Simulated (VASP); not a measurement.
# Mg8HO8 (a cell with a defect) in VASP: single point with PBEsol

Aim: the single point of Mg8HO8 (a cell with a defect) with PBEsol.

Everything below comes from runs of VASP 6.6.1. Logs are shortened: lines on timing, memory, paths and dates and some standing lists are left out, and cuts for length are marked.

## Step 1: The cell of the first run

The cell holds a defect, 17 atoms: a = 5.960 Å, b = 5.960 Å, c = 5.960 Å, α = 60.00°, β = 60.00°, γ = 60.00°.

## Step 2: Single point, PBEsol

INCAR reads:

```
SYSTEM = Mg8HO8
PREC     = Accurate       ! precision mode
ENCUT    = 520            ! plane-wave cutoff, eV
EDIFF    = 1E-6           ! SCF threshold, eV
ISMEAR   = 0              ! smearing method
SIGMA    = 0.02           ! smearing width, eV
LREAL    = Auto         
LASPH    = .TRUE.         ! aspherical terms in the spheres
NELM     = 100            ! most SCF steps
ALGO     = Normal         ! electronic algorithm
ISIF     = 2              ! what is computed and relaxed
LWAVE    = .FALSE.        ! write WAVECAR
LCHARG   = .FALSE.        ! write CHGCAR
GGA      = PS             ! functional
NBANDS   = 46             ! bands
NELECT   = 64.0
```

KPOINTS reads:

```
regular mesh
0
G
  2 2 2
  0 0 0
```

POSCAR reads:

```
Mg8HO8
1.0
   -4.2140464022      0.0000000000      4.2140464022
   -4.2140464022     -4.2140464022      0.0000000000
    0.0000000000     -4.2140464022      4.2140464022
Mg O H
8 8 1
Direct
   -0.0035112333      0.4964863460      0.5016925060
   -0.0068772380      0.0068788991      0.5009586508
    0.0018590208      0.5018570747      0.0021943280
   -0.0315210103      0.0315200611     -0.0139068236
    0.5068812244      0.4931203413      0.5009581762
    0.4981438977     -0.0018581903      0.5059098302
    0.5315229796      0.4684757384     -0.0139081288
    0.5035156943      0.0035131317     -0.0053334724
    0.2500008067      0.7500009963      0.2544300413
    0.2533282499      0.2474018795      0.2510007957
    0.2500021119      0.7499994538      0.7730483220
    0.2466750246      0.2525968863      0.7517302131
    0.7474039674      0.7533258291      0.2510010330
    0.7500009963      0.2499996202      0.2482564026
    0.7525988557      0.7466727225      0.7517303318
    0.7500021828      0.2499989083      0.7395839302
    0.2500113666      0.7500065729      0.0882789283
```

Potentials or basis: VASP PAW PBE potentials, release 64 (Mg, O, H).

On the command line:

```
$ cat potpaw_PBE.64/Mg/POTCAR potpaw_PBE.64/O/POTCAR potpaw_PBE.64/H/POTCAR > POTCAR
$ mpirun -np 1 vasp_std > vasp.out
```

OUTCAR:

```text
SYSTEM = Mg8HO8
   PREC = Accurate
   ENCUT = 520
   EDIFF = 1E-6
   ISMEAR = 0
   LREAL = Auto
   LASPH = .TRUE.
   NELM = 100
   ISIF = 2
   GGA = PS
   NELECT = 64.0

 ion  position               nearest neighbor table
   1  0.996  0.496  0.502-  16 2.08  10 2.11  13 2.11  12 2.11  15 2.11   9 2.14   7 2.83   4 2.83
                             2 2.93   5 2.93   3 2.95   6 2.98   6 2.98   3 3.02   5 3.03   2 3.03
   2  0.993  0.007  0.501-  16 2.03  14 2.09  10 2.11  15 2.11   9 2.12  11 2.23   4 2.89   5 2.90
                             1 2.93   8 2.93   3 2.96   6 2.96   6 3.00   3 3.00   8 3.03   1 3.03
   3  0.002  0.502  0.002-  11 2.09  15 2.11  12 2.11  13 2.11  10 2.11  14 2.12   1 2.95   4 2.96
                             7 2.96   5 2.96   2 2.96   8 2.98   8 2.98   2 3.00   5 3.00   1 3.02
   4  0.968  0.032  0.986-  17 1.78  16 1.96  14 2.03  11 2.10  13 2.11  12 2.11   9 2.32   7 2.60
                             8 2.83   1 2.83   2 2.89   6 2.96   3 2.96   3 3.02   6 3.02   2 3.07
   5  0.507  0.493  0.501-  16 2.03  14 2.09  13 2.11  12 2.11   9 2.12  11 2.23   7 2.89   2 2.90
                             1 2.93   8 2.93   3 2.96   6 2.96   6 3.00   3 3.00   8 3.03   1 3.03
   6  0.498  0.998  0.506-  11 2.09  10 2.11  13 2.11  15 2.11  12 2.11  14 2.12   8 2.95   4 2.96
                             7 2.96   5 2.96   2 2.96   1 2.98   1 2.98   2 3.00   5 3.00   8 3.02
   7  0.532  0.468  0.986-  17 1.78  16 1.96  14 2.03  11 2.10  10 2.11  15 2.11   9 2.32   4 2.60
                             8 2.83   1 2.83   5 2.89   6 2.96   3 2.96   3 3.02   6 3.02   5 3.07
   8  0.504  0.004  0.995-  16 2.08  15 2.11  12 2.11  13 2.11  10 2.11   9 2.14   7 2.83   4 2.83
                             2 2.93   5 2.93   6 2.95   3 2.98   3 2.98   6 3.02   5 3.03   2 3.03
   9  0.250  0.750  0.254-  17 0.99   2 2.12   5 2.12   1 2.14   8 2.14   4 2.32   7 2.32
  10  0.253  0.247  0.251-   6 2.11   1 2.11   8 2.11   3 2.11   2 2.11   7 2.11
  11  0.250  0.750  0.773-   6 2.09   3 2.09   7 2.10   4 2.10   2 2.23   5 2.23
  12  0.247  0.253  0.752-   3 2.11   8 2.11   1 2.11   6 2.11   5 2.11   4 2.11
  13  0.747  0.753  0.251-   6 2.11   1 2.11   8 2.11   3 2.11   5 2.11   4 2.11
  14  0.750  0.250  0.248-   4 2.03   7 2.03   5 2.09   2 2.09   6 2.12   3 2.12
  15  0.753  0.747  0.752-   3 2.11   8 2.11   1 2.11   6 2.11   2 2.11   7 2.11
  16  0.750  0.250  0.740-   7 1.96   4 1.96   2 2.03   5 2.03   8 2.08   1 2.08
  17  0.250  0.750  0.088-   9 0.99   7 1.78   4 1.78

  LATTYP: Found a face centered cubic cell.
 ALAT       =     8.4280928044

  Lattice vectors:

 A1 = (  -4.2140464022,   0.0000000000,   4.2140464022)
 A2 = (  -4.2140464022,  -4.2140464022,   0.0000000000)
 A3 = (   0.0000000000,  -4.2140464022,   4.2140464022)

Analysis of symmetry for initial positions (statically):
=====================================================================
 Subroutine PRICEL returns:
 Original cell was already a primitive cell.

 Routine SETGRP: Setting up the symmetry group for a
 face centered cubic supercell.

 Subroutine GETGRP returns: Found  2 space group operations
 (whereof  1 operations were pure point group operations)
 out of a pool of 48 trial point group operations.

The static configuration has the point symmetry C_1 .
 The point group associated with its full space group is C_1h.

Analysis of symmetry for dynamics (positions and initial velocities):
=====================================================================
 Subroutine PRICEL returns:
 Original cell was already a primitive cell.

 Routine SETGRP: Setting up the symmetry group for a
 face centered cubic supercell.

 Subroutine GETGRP returns: Found  2 space group operations
 (whereof  1 operations were pure point group operations)
 out of a pool of 48 trial point group operations.

The dynamic configuration has the point symmetry C_1 .
 The point group associated with its full space group is C_1h.

 Subroutine INISYM returns: Found  2 space group operations
 (whereof  1 operations are pure point group operations),
 and found     1 'primitive' translations

----------------------------------------------------------------------------------------

                                     Primitive cell

  volume of cell :     149.6676

  direct lattice vectors                    reciprocal lattice vectors
    -4.214046402  0.000000000  4.214046402    -0.118650805  0.118650805  0.118650805
    -4.214046402 -4.214046402  0.000000000    -0.118650805 -0.118650805 -0.118650805
     0.000000000 -4.214046402  4.214046402     0.118650805 -0.118650805  0.118650805

  length of vectors
     5.959561574  5.959561574  5.959561574     0.205509223  0.205509223  0.205509223

  position of ions in fractional coordinates (direct lattice)
     0.996488767  0.496486346  0.501692506
     0.993122762  0.006878899  0.500958651
     0.001859021  0.501857075  0.002194328
[... 48 lines left out ...]
     0.059325403 -0.059325403  0.059325403     0.000000000  0.000000000  0.500000000

  Length of vectors
     0.102754612  0.102754612  0.102754612

  Shift w.r.t. Gamma in fractional coordinates (k-lattice)
     0.000000000  0.000000000  0.000000000

 Subroutine IBZKPT returns following result:
 ===========================================

 Found      6 irreducible k-points:

 Following reciprocal coordinates:
            Coordinates               Weight
  0.000000  0.000000  0.000000      1.000000
  0.500000  0.000000  0.000000      2.000000
  0.000000  0.000000  0.500000      1.000000
  0.500000  0.500000  0.500000      1.000000
  0.500000  0.500000  0.000000      1.000000
  0.000000  0.500000  0.500000      2.000000
   k-points           NKPTS =      6   k-points in BZ     NKDIM =      6   number of bands    NBANDS=     46
   number of dos      NEDOS =    301   number of ions     NIONS =     17
   total plane-waves  NPLWV = 110592
   dimension x,y,z NGX =    48 NGY =   48 NGZ =   48
   dimension x,y,z NGXF=    96 NGYF=   96 NGZF=   96
   ions per type =               8   8   1
   NGX,Y,Z   is equivalent  to a cutoff of  13.39, 13.39, 13.39 a.u.
   NGXF,Y,Z  is equivalent  to a cutoff of  26.78, 26.78, 26.78 a.u.
 SYSTEM =  Mg8HO8
   PREC   = accura    normal or accurate (medium, high low for compatibility)
   ISTART =      0    job   : 0-new  1-cont  2-samecut
   ICHARG =      2    charge: 1-file 2-atom 10-const
   ISPIN  =      1    spin polarized calculation?
   LNONCOLLINEAR =      F non collinear calculations
   LSORBIT =      F    spin-orbit coupling
   LASPH  =      T    aspherical Exc in radial PAW
   ENCUT  =  520.0 eV  38.22 Ry    6.18 a.u.  11.08 11.08 11.08*2*pi/ulx,y,z
   NELM   =    100;   NELMIN=  2; NELMDL= -5     # of ELM steps
   EDIFF  = 0.1E-05   stopping-criterion for ELM
   LREAL  =      T    real-space projection
   EDIFFG = 0.1E-04   stopping-criterion for IOM
   NSW    =      0    number of steps for IOM
   IBRION =     -1    ionic relax: 0-MD 1-quasi-New 2-CG
   NFREE  =      0    steps in history (QN), initial steepest desc. (CG)
   ISIF   =      2    stress and relaxation
   ISYM   =      2    0-nonsym 1-usesym 2-fastsym
   POTIM  = 0.5000    time-step for ionic-motion
   TEBEG  =    0.0;   TEEND  =   0.0 temperature during run
   PSTRESS=    0.0 pullay stress
   NELECT =      64.0000    total number of electrons
   NUPDOWN=      -1.0000    fix difference up-down
   EMIN   =  10.00;   EMAX   =-10.00  energy-range for DOS
   EFERMI =   0.00;   METHOD = LEGACY
   ISMEAR =     0;   SIGMA  =   0.02  broadening in eV -4-tet -1-fermi 0-gaus
   EFERMI_NEDOS =   21; number of points for ismear=-14 and -15
   IALGO  =     38    algorithm
   IMIX   =      4    mixing-type and parameters
     AMIX     =   0.40;   BMIX     =  1.00
     AMIX_MAG =   1.60;   BMIX_MAG =  1.00
  volume/ion in A,a.u.               =       8.80        59.41
  Fermi-wavevector in a.u.,A,eV,Ry     =   1.233367  2.330725 20.697089  1.521193
  Thomas-Fermi vector in A             =   2.368100
   LORBIT       =      0    0 simple, 1 ext, 2 COOP (PROOUT), +10 PAW based schemes
   GGA     = PS    functional components
   LHFCALC =     F    Hartree Fock is set to
   AEXX    =    0.0000 exact exchange contribution
   IVDW    =     0    specifies the selected vdW correction
   LEPSILON=     F    determine dielectric tensor
   LRPA    =     F    only Hartree local field effects (RPA)
 non-spin polarized calculation
 Gauss-broadening in eV      SIGMA  =   0.02
  energy-cutoff  :      520.00
  volume of cell :      149.67
 maximum number of plane-waves:      4044
 NGX is ok and might be reduce to    48
   NGX = 23   NGY = 23   NGZ = 23

 number of electron      64.0000014 magnetization

 Free energy of the ion-electron system (eV)
  ---------------------------------------------------
  ext. energy  EPLUGINS =         0.00000000
  ---------------------------------------------------
  free energy    TOTEN  =      -106.91083804 eV

  energy without entropy =     -106.91083804  energy(sigma->0) =     -106.91083804

 E-fermi :   3.2986     XC(G=0): -11.2767

 val. band max:        3.1995880005   @ k =   0.0000   0.0000   0.0000
 cond. band min:       7.3852711881   @ k =   0.0000   0.0000   0.0000
 fundamental gap:      4.1856831875
 Fermi energy:         3.2985898039

 k-point     1 :       0.0000    0.0000    0.0000
  band No.  band energies     occupation
      1     -16.4939      2.00000
      2     -13.7948      2.00000
      3     -12.8867      2.00000
      4     -12.6817      2.00000
      5     -12.4229      2.00000
      6     -12.4169      2.00000
[... 271 lines left out ...]
     43      14.3624      0.00000
     44      14.4518      0.00000
 [bands above 44 left out]

------------------------ aborting loop because EDIFF is reached ----------------------------------------

  FORCE on cell =-STRESS in cart. coord.  units (eV):
  Direction    XX          YY          ZZ          XY          YZ          ZX
  --------------------------------------------------------------------------------------
  -------------------------------------------------------------------------------------
  Total       -6.2358246     -2.4883267     -2.4883267      0.0002336      4.4911213     -0.0002336
  in kB      -66.7538835    -26.6372899    -26.6372899      0.0025006     48.0770083     -0.0025011
  external PRESSURE =     -40.0094878 kB  Pullay stress =       0.0000000 kB

 VOLUME and BASIS-vectors are now :
 -----------------------------------------------------------------------------
  energy-cutoff  :      520.00
  volume of cell :      149.67
      direct lattice vectors                 reciprocal lattice vectors
    -4.214046402  0.000000000  4.214046402    -0.118650805  0.118650805  0.118650805
    -4.214046402 -4.214046402  0.000000000    -0.118650805 -0.118650805 -0.118650805
     0.000000000 -4.214046402  4.214046402     0.118650805 -0.118650805  0.118650805

 POSITION                                       TOTAL-FORCE (eV/Angst)
 -----------------------------------------------------------------------------------
     -6.29147     -4.20637      6.31341         0.031311     -0.003305      0.003305
     -4.21405     -2.14005      6.29613         0.000005     -0.016716     -0.006099
     -2.12268     -2.12410      0.01708         0.009294      0.000792     -0.000792
     -4.21404     -4.28827      8.23666        -0.000008     -0.006878     -0.020857
     -4.21405     -4.18909      4.24708         0.000005      0.006099      0.016716
     -6.30542     -6.33814      4.23113        -0.009288      0.000777     -0.000777
[... 9 lines left out ...]
     -4.21405     -4.17015      6.27719         0.000002      0.011534     -0.011534
     -4.21412     -3.53257      1.42557        -0.000069      0.076940     -0.076940
 -----------------------------------------------------------------------------------
    total drift:                                0.000092      0.042584      0.070083

  FREE ENERGIE OF THE ION-ELECTRON SYSTEM (eV)
  ---------------------------------------------------
  free  energy   TOTEN  =      -106.9108380365 eV

  energy  without entropy=     -106.9108380365  energy(sigma->0) =     -106.91083804
```

Run time: 70 s. Hardware: 1 thread of Intel Xeon 6975P-C (Granite Rapids), shared host; peak memory 0.32 GiB.

What came out:

```
Free energy   : -106.9108 eV
Largest force : 0.109 eV/Å
```

Forces on the atoms (eV/Å):
```
Mg   0.031 -0.003  0.003
Mg   0.000 -0.017 -0.006
Mg   0.009  0.001 -0.001
Mg   0.000 -0.007 -0.021
Mg   0.000  0.006  0.017
Mg  -0.009  0.001 -0.001
Mg   0.000  0.021  0.007
Mg  -0.031 -0.003  0.003
O    0.000 -0.064  0.064
O    0.003 -0.002  0.003
O    0.000 -0.006  0.006
O   -0.003 -0.003  0.002
O    0.003 -0.003  0.002
O    0.000 -0.006  0.006
O   -0.003 -0.002  0.003
O    0.000  0.012 -0.012
H    0.000  0.077 -0.077
```

Levels at points of the mesh, in eV from the Fermi level:
| k point | band 30 | band 31 | band 32 | band 33 | band 34 | band 35 |
| --- | --- | --- | --- | --- | --- | --- |
| (0.00, 0.00, 0.00) | -0.16 | -0.12 | -0.10 | 4.09 | 6.48 | 7.57 |
| (0.50, 0.00, 0.00) | -0.43 | -0.39 | -0.36 | 5.67 | 6.91 | 8.39 |
| (0.00, 0.00, 0.50) | -0.42 | -0.40 | -0.34 | 6.39 | 6.83 | 8.34 |
| (0.50, 0.50, 0.50) | -0.42 | -0.40 | -0.34 | 6.39 | 6.83 | 8.34 |
| (0.50, 0.50, 0.00) | -0.56 | -0.52 | -0.44 | 6.41 | 7.87 | 8.61 |
| (0.00, 0.50, 0.50) | -0.67 | -0.65 | -0.54 | 7.05 | 7.69 | 8.58 |

Caveat: the k points lie up to 0.65 Å⁻¹ apart; the cell carries a net charge on a neutralising background, which shifts energy and pressure; the cell is charged against a uniform background, so pressure and absolute levels hang on convention; the PAW data sets were made with another functional, which shifts forces and pressure a little.
